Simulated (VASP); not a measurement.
# Ag16O in VASP: single point with PBE+D3(BJ)

Aim: the single point of Ag16O with PBE+D3(BJ).

All numbers are computed with VASP 6.6.1; they aren't measurements. Logs are shortened: lines on timing, memory, paths and dates and some standing lists are left out, and cuts for length are marked.

## Step 1: The cell of the first run

The cell holds a slab with vacuum, 17 atoms: a = 5.761 Å, b = 5.761 Å, c = 26.070 Å, α = 90.00°, β = 90.00°, γ = 120.00°.

## Step 2: Single point, PBE+D3(BJ)

INCAR reads:

```
SYSTEM = Ag16O
PREC     = Accurate       ! precision mode
ENCUT    = 520            ! plane-wave cutoff, eV
EDIFF    = 1E-6           ! SCF threshold, eV
ISMEAR   = 0              ! smearing method
SIGMA    = 0.1            ! smearing width, eV
LREAL    = Auto         
LASPH    = .True.         ! aspherical terms in the spheres
NELM     = 100            ! most SCF steps
ALGO     = Normal         ! electronic algorithm
ISIF     = 2              ! what is computed and relaxed
LWAVE    = .False.        ! write WAVECAR
LCHARG   = .False.        ! write CHGCAR
LDIPOL   = .True.       
IDIPOL   = 3            
DIPOL    = 0.5 0.5 0.473
GGA      = PE             ! functional
IVDW     = 12             ! dispersion correction
NBANDS   = 105            ! bands
```

KPOINTS reads:

```
Automatic mesh
0
Gamma
  6 6 1
  0 0 0
```

POSCAR reads:

```
Ag16O
1.0
    5.7610566279      0.0000000000      0.0000000000
   -2.8805283139      4.9892213924      0.0000000000
    0.0000000000      0.0000000000     26.0702087784
Ag O
16 1
Direct
    0.3333333333      0.1666666667      0.3260426517
    0.3333333333      0.6666666667      0.3260426517
    0.8333333333      0.1666666667      0.3260426517
    0.8333333333      0.6666666667      0.3260426517
    0.1666666667      0.3333333333      0.4164422446
    0.1666666667      0.8333333333      0.4164422446
    0.6666666667      0.3333333333      0.4164422446
    0.6666666667      0.8333333333      0.4164422446
    0.3319237742      0.1659618871      0.5065914542
    0.3333333333      0.6666666667      0.5057750046
    0.8340381129      0.1659618871      0.5065914542
    0.8340381129      0.6680762258      0.5065914542
    0.1615773125      0.3231546250      0.5983066295
    0.1615773125      0.8384226875      0.5983066295
    0.6666666667      0.3333333333      0.5951230015
    0.6768453750      0.8384226875      0.5983066295
    0.3333333333      0.6666666667      0.6471895660
```

Potentials or basis: VASP PAW PBE potentials, release 64 (Ag, O).

Started as:

```sh
cat potpaw_PBE.64/Ag/POTCAR potpaw_PBE.64/O/POTCAR > POTCAR
mpirun -np 1 vasp_std > vasp.out
```

OUTCAR:

```text
SYSTEM = Ag16O
   PREC = Accurate
   ENCUT = 520
   EDIFF = 1E-6
   ISMEAR = 0
   LREAL = Auto
   LASPH = .True.
   NELM = 100
   ISIF = 2
   GGA = PE
   IVDW = 12
 IVDW          = 12

 ion  position               nearest neighbor table
   1  0.333  0.167  0.326-   2 2.88   2 2.88   3 2.88   3 2.88   4 2.88   4 2.88   5 2.88   6 2.88
                             7 2.88
   2  0.333  0.667  0.326-   1 2.88   1 2.88   4 2.88   4 2.88   3 2.88   3 2.88   6 2.88   5 2.88
                             8 2.88
   3  0.833  0.167  0.326-   4 2.88   4 2.88   1 2.88   1 2.88   2 2.88   2 2.88   7 2.88   8 2.88
                             5 2.88
   4  0.833  0.667  0.326-   3 2.88   3 2.88   2 2.88   2 2.88   1 2.88   1 2.88   8 2.88   7 2.88
                             6 2.88
   5  0.167  0.333  0.416-  10 2.86   9 2.88  11 2.88   6 2.88   6 2.88   7 2.88   7 2.88   8 2.88
                             8 2.88   1 2.88   2 2.88   3 2.88
   6  0.167  0.833  0.416-  10 2.86   9 2.88  12 2.88   5 2.88   5 2.88   8 2.88   8 2.88   7 2.88
                             7 2.88   2 2.88   1 2.88   4 2.88
   7  0.667  0.333  0.416-   8 2.88   8 2.88   5 2.88   5 2.88   6 2.88   6 2.88  11 2.88  12 2.88
                             9 2.88   3 2.88   4 2.88   1 2.88
   8  0.667  0.833  0.416-  10 2.86  12 2.88  11 2.88   7 2.88   7 2.88   6 2.88   6 2.88   5 2.88
                             5 2.88   4 2.88   3 2.88   2 2.88
   9  0.332  0.166  0.507-  15 2.85  11 2.87  12 2.87   5 2.88   6 2.88  10 2.88  10 2.88   7 2.88
                            11 2.89  12 2.89  13 2.90  14 2.90
  10  0.333  0.667  0.506-   6 2.86   5 2.86   8 2.86   9 2.88  12 2.88  11 2.88  11 2.88   9 2.88
                            12 2.88  14 2.96  13 2.96  16 2.96
  11  0.834  0.166  0.507-  15 2.85  12 2.87   9 2.87   8 2.88   5 2.88  10 2.88  10 2.88   7 2.88
                            12 2.89   9 2.89  16 2.90  13 2.90
  12  0.834  0.668  0.507-  15 2.85  11 2.87   9 2.87   8 2.88   6 2.88  10 2.88  10 2.88   7 2.88
                            11 2.89   9 2.89  16 2.90  14 2.90
  13  0.162  0.323  0.598-  17 2.14  14 2.79  16 2.79  15 2.88  15 2.88   9 2.90  11 2.90  10 2.96
                            14 2.97  16 2.97
  14  0.162  0.838  0.598-  17 2.14  13 2.79  16 2.79  15 2.88  15 2.88   9 2.90  12 2.90  10 2.96
                            13 2.97  16 2.97
  15  0.667  0.333  0.595-  11 2.85  12 2.85   9 2.85  16 2.88  13 2.88  14 2.88  14 2.88  16 2.88
                            13 2.88
  16  0.677  0.838  0.598-  17 2.14  14 2.79  13 2.79  15 2.88  15 2.88  12 2.90  11 2.90  10 2.96
                            14 2.97  13 2.97
  17  0.333  0.667  0.647-  14 2.14  13 2.14  16 2.14

  LATTYP: Found a hexagonal cell.
 ALAT       =     5.7610566279
 C/A-ratio  =     4.5252477909

  Lattice vectors:

 A1 = (   5.7610566279,   0.0000000000,   0.0000000000)
 A2 = (  -2.8805283139,   4.9892213924,   0.0000000000)
 A3 = (   0.0000000000,   0.0000000000,  26.0702087784)

Analysis of symmetry for initial positions (statically):
[... 158 lines left out ...]
  volume/ion in A,a.u.               =      44.08       297.46
  Fermi-wavevector in a.u.,A,eV,Ry     =   1.021423  1.930209 14.195016  1.043304
  Thomas-Fermi vector in A             =   2.155046
   LORBIT       =      0    0 simple, 1 ext, 2 COOP (PROOUT), +10 PAW based schemes
   GGA     = PE    functional components
   LHFCALC =     F    Hartree Fock is set to
   AEXX    =    0.0000 exact exchange contribution
   IVDW    =    12    specifies the selected vdW correction
   LEPSILON=     F    determine dielectric tensor
   LRPA    =     F    only Hartree local field effects (RPA)
 non-spin polarized calculation
 Gauss-broadening in eV      SIGMA  =   0.10
  energy-cutoff  :      520.00
  volume of cell :      749.34
 maximum number of plane-waves:     20197
 NGX is ok and might be reduce to    48
   NGX = 21   NGY = 21   NGZ = 97

 dipolmoment           0.000000      0.000000     -0.056398 electrons x Angstroem

 number of electron     181.9999987 magnetization

 dipolmoment           0.000000      0.000000      0.207728 electrons x Angstroem

 Free energy of the ion-electron system (eV)
  ---------------------------------------------------
  ext. energy  EPLUGINS =         0.00000000
  ---------------------------------------------------
  free energy    TOTEN  =       -45.84746994 eV

  energy without entropy =      -45.81655542  energy(sigma->0) =      -45.83201268

 E-fermi :  -0.0979     XC(G=0):  -5.1605

 val. band max:       -0.1693560504   @ k =   0.5000   0.0000   0.0000
 cond. band min:      -0.0817385034   @ k =   0.1667   0.0000   0.0000
 fundamental gap:      0.0876175470
 Fermi energy:        -0.0979059866

 k-point     1 :       0.0000    0.0000    0.0000
  band No.  band energies     occupation
      1     -17.2077      2.00000
      2      -7.4904      2.00000
      3      -6.5881      2.00000
      4      -6.3807      2.00000
      5      -6.3618      2.00000
      6      -6.3618      2.00000
[... 731 lines left out ...]
    102       4.0909      0.00000
    103       4.3176      0.00000
 [bands above 103 left out]

------------------------ aborting loop because EDIFF is reached ----------------------------------------

 vacuum level on the upper side and lower side of the slab       (xc-potential included)         0.506        -0.791

 Edisp (eV)   -7.36169

 E8    (eV) :    -3.3123

  FORCE on cell =-STRESS in cart. coord.  units (eV):
  Direction    XX          YY          ZZ          XY          YZ          ZX
  --------------------------------------------------------------------------------------
  -------------------------------------------------------------------------------------
  Total      -0.75442    -0.75442    -0.03466    -0.00000    -0.00000     0.00000
  in kB      -1.61303    -1.61303    -0.07411    -0.00000    -0.00000     0.00000
  external pressure =       -1.10 kB  Pullay stress =        0.00 kB

 VOLUME and BASIS-vectors are now :
 -----------------------------------------------------------------------------
  energy-cutoff  :      520.00
  volume of cell :      749.34
      direct lattice vectors                 reciprocal lattice vectors
     5.761056628  0.000000000  0.000000000     0.173579269  0.100216038  0.000000000
    -2.880528314  4.989221392  0.000000000     0.000000000  0.200432076  0.000000000
     0.000000000  0.000000000 26.070208778     0.000000000  0.000000000  0.038357959

 POSITION                                       TOTAL-FORCE (eV/Angst)
 -----------------------------------------------------------------------------------
      1.44026      0.83154      8.50000        -0.019586     -0.011308     -0.014246
     -0.00000      3.32615      8.50000         0.000000      0.000000     -0.069233
      4.32079      0.83154      8.50000         0.019586     -0.011308     -0.014246
      2.88053      3.32615      8.50000         0.000000      0.022616     -0.014246
      0.00000      1.66307     10.85674        -0.000000     -0.027358      0.002023
     -1.44026      4.15768     10.85674        -0.023693      0.013679      0.002023
[... 9 lines left out ...]
      1.48424      4.18308     15.59798         0.014906      0.008606     -0.020397
     -0.00000      3.32615     16.87237         0.000000      0.000000      0.022758
 -----------------------------------------------------------------------------------
    total drift:                                0.000000     -0.000000      0.013000

  FREE ENERGIE OF THE ION-ELECTRON SYSTEM (eV)
  ---------------------------------------------------
  free  energy   TOTEN  =       -53.2091612163 eV

  energy  without entropy=      -53.1782466967  energy(sigma->0) =      -53.19370396

 vacuum level on the upper side and lower side of the slab         5.558         4.243
```

stdout:

```text
POSCAR found type information on POSCAR AgO
 POSCAR found :  2 types and      17 ions
 scaLAPACK will be used
 LDA part: xc-table for (Slater+PW92), standard interpolation
 POSCAR, INCAR and KPOINTS ok, starting setup
 FFT: planning ... GRIDC
 FFT: planning ... GRID_SOFT
 FFT: planning ... GRID
 WAVECAR not read
 entering main loop
```

Wall time 24 min (1 thread of Intel Xeon Platinum 8259CL at 2.50GHz (Skylake/Cascade Lake), shared host); peak memory 1 GiB.

What came out:

```yaml
Free_energy: -53.2092 eV
Largest_force: 0.109 eV/Å
Band_gap_on_the_k_mesh: zero (bands 91 and 92 overlap by 0.45 eV)
Dispersion_energy_per_atom: -0.433 eV
```

Forces on the atoms (eV/Å):
```
Ag  -0.020 -0.011 -0.014
Ag   0.000  0.000 -0.069
Ag   0.020 -0.011 -0.014
Ag   0.000  0.023 -0.014
Ag   0.000 -0.027  0.002
Ag  -0.024  0.014  0.002
Ag   0.000  0.000  0.109
Ag   0.024  0.014  0.002
Ag  -0.004 -0.002  0.008
Ag   0.000  0.000  0.018
Ag   0.004 -0.002  0.008
Ag   0.000  0.005  0.008
Ag   0.000 -0.017 -0.020
Ag  -0.015  0.009 -0.020
Ag   0.000  0.000 -0.006
Ag   0.015  0.009 -0.020
O    0.000  0.000  0.023
```

Levels at points of the mesh, in eV from the Fermi level:
```tsv
k point	band 87	band 88	band 89	band 90	band 91	band 92	band 93	band 94	band 95	band 96
(0.00, 0.00, 0.00)	-1.15	-0.65	0.29	0.29	0.30	0.65	0.89	0.89	1.09	1.52
(0.50, 0.00, 0.00)	-1.43	-1.21	-0.84	-0.35	-0.19	-0.07	0.76	0.79	1.36	1.46
```
